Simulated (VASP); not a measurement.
# AlN (Fm-3m) in VASP: further runs, part 2 of 2

VASP 6.6.1. The steps go on from the part before.

## 3. Single point, PBEsol (8.77 Å³/atom)

This run uses another cell than the first one, of 8.77 Å³/atom.

INCAR reads:

```
SYSTEM = AlN
PREC = Accurate ; ENCUT = 600
EDIFF = 1E-6 ; ISMEAR = 0
SIGMA = 0.02 ; LREAL = .False.
LASPH = .True. ; NELM = 120
ALGO = Normal ; ISIF = 2
LWAVE = .False. ; LCHARG = .False.
GGA = PS ; NBANDS = 11
GGA_COMPAT = .False.
```

KPOINTS reads:

```
regular mesh
0
Gamma
  10 10 10
  0 0 0
```

POSCAR reads:

```
AlN
1.0
    0.0000000000      2.0622903111      2.0622903111
    2.0622903111      0.0000000000      2.0622903111
    2.0622903111      2.0622903111      0.0000000000
Al N
1 1
Direct
    0.5000000000      0.5000000000      0.5000000000
    0.0000000000      0.0000000000      0.0000000000
```

Potentials or basis: VASP PAW PBE potentials, release 64 (Al, N).

Started as:

```sh
$ cat potpaw_PBE.64/Al/POTCAR potpaw_PBE.64/N/POTCAR > POTCAR
$ mpirun -np 1 vasp_std > vasp.out
```

OUTCAR:

```text
SYSTEM = AlN
   PREC = Accurate
   ENCUT = 600
   EDIFF = 1E-6
   ISMEAR = 0
   LREAL = .False.
   LASPH = .True.
   NELM = 120
   ISIF = 2
   GGA = PS

 ion  position               nearest neighbor table
   1  0.500  0.500  0.500-   2 2.06   2 2.06   2 2.06   2 2.06   2 2.06   2 2.06
   2  0.000  0.000  0.000-   1 2.06   1 2.06   1 2.06   1 2.06   1 2.06   1 2.06

  LATTYP: Found a face centered cubic cell.
 ALAT       =     4.1245806222

  Lattice vectors:

 A1 = (   0.0000000000,   2.0622903111,   2.0622903111)
 A2 = (   2.0622903111,   0.0000000000,   2.0622903111)
 A3 = (   2.0622903111,   2.0622903111,   0.0000000000)

Analysis of symmetry for initial positions (statically):
=====================================================================
 Subroutine PRICEL returns:
 Original cell was already a primitive cell.

 Routine SETGRP: Setting up the symmetry group for a
 face centered cubic supercell.

 Subroutine GETGRP returns: Found 48 space group operations
 (whereof 48 operations were pure point group operations)
 out of a pool of 48 trial point group operations.

The static configuration has the point symmetry O_h .

Analysis of symmetry for dynamics (positions and initial velocities):
[... 173 lines left out ...]
      6      20.9667      0.00000
      7      20.9667      0.00000
      8      20.9667      0.00000
      9      25.8858      0.00000
     10      26.3856      0.00000
     11      26.3856      0.00000
[... 309 lines left out ...]
 k-point    24 :       0.4000    0.3000    0.0000
  band No.  band energies     occupation
      1      -5.0431      2.00000
      2       3.4828      2.00000
      3       6.4639      2.00000
      4       6.9604      2.00000
      5      14.7507      0.00000
      6      15.8038      0.00000
      7      20.6025      0.00000
      8      23.9156      0.00000
      9      24.6056      0.00000
     10      30.2094      0.00000
     11      32.8975      0.00000

 [... further k-points ...]

------------------------ aborting loop because EDIFF is reached ----------------------------------------

  FORCE on cell =-STRESS in cart. coord.  units (eV):
  Direction    XX          YY          ZZ          XY          YZ          ZX
  --------------------------------------------------------------------------------------
  -------------------------------------------------------------------------------------
  Total       -1.5212256     -1.5212256     -1.5212256     -0.0000000     -0.0000000      0.0000000
  in kB     -138.9392034   -138.9392034   -138.9392034     -0.0000000     -0.0000000      0.0000000
  external PRESSURE =    -138.9392034 kB  Pullay stress =       0.0000000 kB

 VOLUME and BASIS-vectors are now :
 -----------------------------------------------------------------------------
  energy-cutoff  :      600.00
  volume of cell :       17.54
      direct lattice vectors                 reciprocal lattice vectors
     0.000000000  2.062290311  2.062290311    -0.242448892  0.242448892  0.242448892
     2.062290311  0.000000000  2.062290311     0.242448892 -0.242448892  0.242448892
     2.062290311  2.062290311  0.000000000     0.242448892  0.242448892 -0.242448892

 POSITION                                       TOTAL-FORCE (eV/Angst)
 -----------------------------------------------------------------------------------
      2.06229      2.06229      2.06229        -0.000000      0.000000     -0.000000
      0.00000      0.00000      0.00000         0.000000     -0.000000      0.000000
 -----------------------------------------------------------------------------------
    total drift:                                0.000000     -0.000000     -0.000000

  FREE ENERGIE OF THE ION-ELECTRON SYSTEM (eV)
  ---------------------------------------------------
  free  energy   TOTEN  =       -15.4065663368 eV

  energy  without entropy=      -15.4065663368  energy(sigma->0) =      -15.40656634
```

OSZICAR:

```text
N       E                     dE             d eps       ncg     rms          rms(c)
DAV:   1     0.880070155661E+01    0.88007E+01   -0.43209E+03  1042   0.748E+02
DAV:   2    -0.161738683276E+02   -0.24975E+02   -0.23596E+02  1239   0.142E+02
DAV:   3    -0.169675660998E+02   -0.79370E+00   -0.79207E+00  1293   0.226E+01
DAV:   4    -0.169703235280E+02   -0.27574E-02   -0.27571E-02  1160   0.140E+00
DAV:   5    -0.169703458605E+02   -0.22332E-04   -0.22332E-04  1255   0.132E-01    0.704E+00
DAV:   6    -0.154427177630E+02    0.15276E+01   -0.69824E+00  1198   0.141E+01    0.257E+00
DAV:   7    -0.154210156207E+02    0.21702E-01   -0.13604E-01  1175   0.276E+00    0.168E+00
DAV:   8    -0.154068868755E+02    0.14129E-01   -0.15778E-02  1085   0.120E+00    0.332E-01
DAV:   9    -0.154065443597E+02    0.34252E-03   -0.14950E-03  1211   0.239E-01    0.149E-01
DAV:  10    -0.154065699956E+02   -0.25636E-04   -0.79407E-05  1153   0.656E-02    0.336E-02
DAV:  11    -0.154065665977E+02    0.33978E-05   -0.80539E-06  1160   0.174E-02    0.668E-03
DAV:  12    -0.154065663368E+02    0.26087E-06   -0.29902E-07   595   0.480E-03
   1 F= -.15406566E+02 E0= -.15406566E+02  d E =-.140906E-33
```

stdout:

```text
POSCAR found type information on POSCAR AlN
 POSCAR found :  2 types and       2 ions
 scaLAPACK will be used
 -----------------------------------------------------------------------------
|                                                                             |
|                                                                             |
|     You enforced a specific xc type in the INCAR file but a different       |
|     I HOPE YOU KNOW WHAT YOU ARE DOING!                                     |
|                                                                             |
 -----------------------------------------------------------------------------

 LDA part: xc-table for (Slater+PW92), standard interpolation
 POSCAR, INCAR and KPOINTS ok, starting setup
 FFT: planning ... GRIDC
 FFT: planning ... GRID_SOFT
 FFT: planning ... GRID
 WAVECAR not read
 entering main loop
```

It took 5.8 s on 1 thread of Intel Xeon Platinum 8488C (Sapphire Rapids), shared host; peak memory 0.13 GiB.

What came out:

| Quantity | Value |
| --- | --- |
| Free energy | -15.4066 eV |
| Pressure | -13.9 GPa |
| Band gap on the k mesh | 4.00 eV (least direct gap 4.84 eV) |

Caveat: the cell stands under tension; the PAW data sets were made with another functional, which shifts forces and pressure a little. A k mesh can miss the band edges.

## 4. Single point, PBEsol (9.02 Å³/atom)

This run uses another cell than the first one, of 9.02 Å³/atom.

INCAR reads:

```
  PREC = Accurate
  ENCUT = 600
  EDIFF = 1E-6
  ISMEAR = 0
  SIGMA = 0.02
  LREAL = F
  LASPH = T
  NELM = 120
  ALGO = Normal
  ISIF = 2
  LWAVE = F
  LCHARG = T
  GGA = PS
  LELF = T
  LVHAR = T
  NBANDS = 11
  GGA_COMPAT = F
```

KPOINTS reads:

```
regular mesh
0
Gamma
  10 10 10
```

POSCAR reads:

```
AlN
1.0
    0.0000000000      2.0815651695      2.0815651695
    2.0815651695      0.0000000000      2.0815651695
    2.0815651695      2.0815651695      0.0000000000
Al N
1 1
Direct
    0.5000000000      0.5000000000      0.5000000000
    0.0000000000      0.0000000000      0.0000000000
```

Started as:

```sh
$ cat potpaw_PBE.64/Al/POTCAR potpaw_PBE.64/N/POTCAR > POTCAR
$ mpirun -np 1 vasp_std > vasp.out
```

It took 8.8 s on 1 thread of Intel Xeon Platinum 8488C (Sapphire Rapids), shared host; peak memory 0.13 GiB.

Results (log left out):

* Free energy: -15.3557 eV
* Pressure: -19.3 GPa
* Band gap on the k mesh: 3.75 eV (least direct gap 4.47 eV)

Levels at points of the mesh, in eV from the valence-band top:
| k point | band 1 | band 2 | band 3 | band 4 | band 5 | band 6 | band 7 | band 8 |
| --- | --- | --- | --- | --- | --- | --- | --- | --- |
| (0.00, 0.00, 0.00) | -16.78 | 0.00 | 0.00 | 0.00 | 4.47 | 11.75 | 11.75 | 11.75 |
| (0.50, 0.00, 0.00) | -13.82 | -7.82 | -0.94 | -0.94 | 5.51 | 10.22 | 10.22 | 11.97 |
| (0.50, 0.50, 0.00) | -12.94 | -6.87 | -2.60 | -2.60 | 3.75 | 5.27 | 12.93 | 15.83 |

Caveat: the cell stands under tension; the PAW data sets were made with another functional, which shifts forces and pressure a little. A k mesh can miss the band edges.

## 5. Relaxation of cell and atoms, PBEsol

This run uses another cell than the first one, of 8.42 Å³/atom.

INCAR reads:

```
PREC = Accurate
ENCUT = 600
EDIFF = 1E-7
ISMEAR = 0
SIGMA = 0.02
LREAL = F
LASPH = T
NELM = 120
ALGO = Normal
ISIF = 3
LWAVE = F
LCHARG = F
GGA = PS
IBRION = 2
NSW = 100
EDIFFG = -0.002
GGA_COMPAT = F
NELMIN = 4
```

KPOINTS is that of step 4.

POSCAR reads:

```
AlN
1.0
    0.0000000000      2.0345180000      2.0345180000
    2.0345180000      0.0000000000      2.0345180000
    2.0345180000      2.0345180000      0.0000000000
Al N
1 1
Direct
    0.5000000000      0.5000000000      0.5000000000
    0.0000000000      0.0000000000      0.0000000000
```

Started as:

```sh
$ cat potpaw_PBE.64/Al/POTCAR potpaw_PBE.64/N/POTCAR > POTCAR
$ mpirun -np 1 vasp_std > vasp.out
```

It took 10 s on 1 thread of Intel Xeon Platinum 8488C (Sapphire Rapids), shared host; peak memory 0.13 GiB.

The run converged. Its results:

```yaml
Free_energy: -15.4513 eV
Relaxed_volume: 8.27 Å³/atom
Relaxed_cell: a = 2.859 Å, b = 2.859 Å, c = 2.859 Å, α = 60.00°, β = 60.00°, γ = 60.00°
Space_group_after_relaxing_to_0.1_Å: Fm-3m (No. 225)
Energy_gained_by_relaxing: 2.3 meV/atom
Ionic_steps: 3
Pressure_after_relaxing: 0.0 GPa
Band_gap_on_the_k_mesh: 4.55 eV (least direct gap 5.66 eV)
```

The path:
```
step  energy change (eV)  largest force (eV/Å)  pressure (GPa)  volume (Å³)
   1              0.0000                0.0000           -4.72        16.84
   2             -0.0004                0.0000            4.78        16.25
   3             -0.0047                0.0000           -0.01        16.53
```

Final structure:
```
Al N
1.0
     0.00000    2.02196    2.02196
     2.02196    0.00000    2.02196
     2.02196    2.02196    0.00000
Al N
1 1
Direct
  0.50000 0.50000 0.50000
  0.00000 0.00000 0.00000
```

Levels at points of the mesh, in eV from the valence-band top:
```
           k point  band 1  band 2  band 3  band 4  band 5  band 6  band 7  band 8
(0.00, 0.00, 0.00)  -17.55    0.00    0.00    0.00    5.66   12.02   12.02   12.02
(0.50, 0.00, 0.00)  -14.25   -8.36   -1.09   -1.09    6.04   10.90   10.90   13.25
(0.50, 0.50, 0.00)  -13.25   -7.45   -2.82   -2.82    4.55    5.14   13.96   17.15
```

Caveat: the PAW data sets were made with another functional, which shifts forces and pressure a little.

## 6. Summary

```csv
task,cell,gap on the mesh (eV),pressure (GPa)
single point,"a = 2.889 Å, angles 60.0°, 2 atoms",4.26,-7.6
single point,"a = 2.917 Å, angles 60.0°, 2 atoms",4.00,-13.9
single point,"a = 2.944 Å, angles 60.0°, 2 atoms",3.75,-19.3
relaxation of cell and atoms,"relaxed from a = 2.877 Å, angles 60.0°, 2 atoms",4.55,0.0
```

Alike in all rows: level PBEsol; potentials or basis VASP PAW PBE potentials, release 64 (Al, N); no spin polarisation; k mesh 10 × 10 × 10; cutoff (eV) 600; smearing gaussian 0.02 eV.

Caveats: the PAW data sets were made with another functional, which shifts forces and pressure a little; the cell stands under tension (at least some runs).

Absolute energies hang on the potentials; compare differences alone.
